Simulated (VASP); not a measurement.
Here is a VASP 6.6.1 calculation.

File INCAR:

```
  ALGO = Normal
  EDIFF = 1E-6
  ENCUT = 520
  GGA = VW
  ISIF = 2
  ISMEAR = -1
  LASPH = T
  LCHARG = F
  LREAL = F
  LWAVE = F
  NBANDS = 60
  NELM = 100
  PREC = Accurate
  SIGMA = 0.05
```

Contents of KPOINTS:

```
k-points
0
Gamma
  8 8 4
```

File POSCAR:

```
TiO2
1.0
    6.1122767729     -1.8708273909      0.0000000000
    6.1122767729      1.8708273909      0.0000000000
   -1.9153839319      0.0000000000      6.2864893037
Ti O
4 8
Direct
    0.9000710000      0.9000710000      0.2896020000
    0.1952860000      0.1952860000      0.2837620000
    0.0999290000      0.0999290000      0.7103980000
    0.8047140000      0.8047140000      0.7162380000
    0.3619310000      0.3619310000      0.2933970000
    0.2634885000      0.2634885000      0.6525000000
    0.8671885000      0.8671885000      0.9952910000
    0.7365115000      0.7365115000      0.3475000000
    0.9416475000      0.9416475000      0.6300210000
    0.1328115000      0.1328115000      0.0047090000
    0.6380690000      0.6380690000      0.7066030000
    0.0583525000      0.0583525000      0.3699790000
```

Potentials or basis: VASP PAW PBE potentials, release 64 (Ti_sv, O).

Launch:

```console
$ cat potpaw_PBE.64/Ti_sv/POTCAR potpaw_PBE.64/O/POTCAR > POTCAR
$ mpirun -np 1 vasp_std > vasp.out
```

Problem. Estimate the band gap on the k mesh.

Solution. 2.71 eV (least direct gap 2.89 eV).

Problem. Predict the pressure.

Solution. -7.3 GPa.

Problem. Predict the largest force.

Solution. 0.145 eV/Å.

Stress tensor (GPa, compression positive):
```
-7.44  0.00  0.13
 0.00 -7.30  0.00
 0.13  0.00 -7.29
```

Caveat: the cell stands under tension; the PAW data sets were made with another functional, which shifts forces and pressure a little. A k mesh can miss the band edges.
